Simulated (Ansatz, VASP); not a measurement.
## Two plane-wave programs on Ta4Cu

```
Ta Cu
1.0
     4.62012    0.00000    0.00000
     0.00000    4.62012    0.00000
     0.00000    0.00000    4.62012
Ta Cu
4 1
Direct
  0.00000 0.00000 0.00000
  0.50000 0.50000 0.00000
  0.50000 0.00000 0.50000
  0.00000 0.50000 0.50000
  0.50000 0.50000 0.50000
```

Change from the starting cell: species swapped into the Mn4N type (Pm-3m, No. 221).

Alike in both runs: functional PBE; k mesh 4 × 4 × 4; occupations gaussian, width 0.1 eV; no spin polarisation.

Ansatz relaxed the structure, and its values are those at the end. VASP's run is a single point on that final structure, the one shown.

|  | VASP | Ansatz |
| --- | --- | --- |
| version | VASP 6.6.1 | Ansatz 0.2.0 |
| potentials or method | VASP PAW PBE potentials, release 64 (Ta_pv, Cu), cutoff 520 eV | scalar-relativistic, plane waves, PAW |
| valence electrons in the cell | 55 | 71 |

```csv
,VASP,Ansatz,Ansatz less VASP
gap on the k mesh at the Fermi level (eV),none,none,-
pressure (GPa),0.1,0.1,+0.04
```

A gap of «none» marks a metal or a gap that the smearing closes. VASP's potentials hold 55 valence electrons a cell and Ansatz's 71, so a difference there can come from the potentials and not from the codes.

Spin-orbit coupling is off throughout.
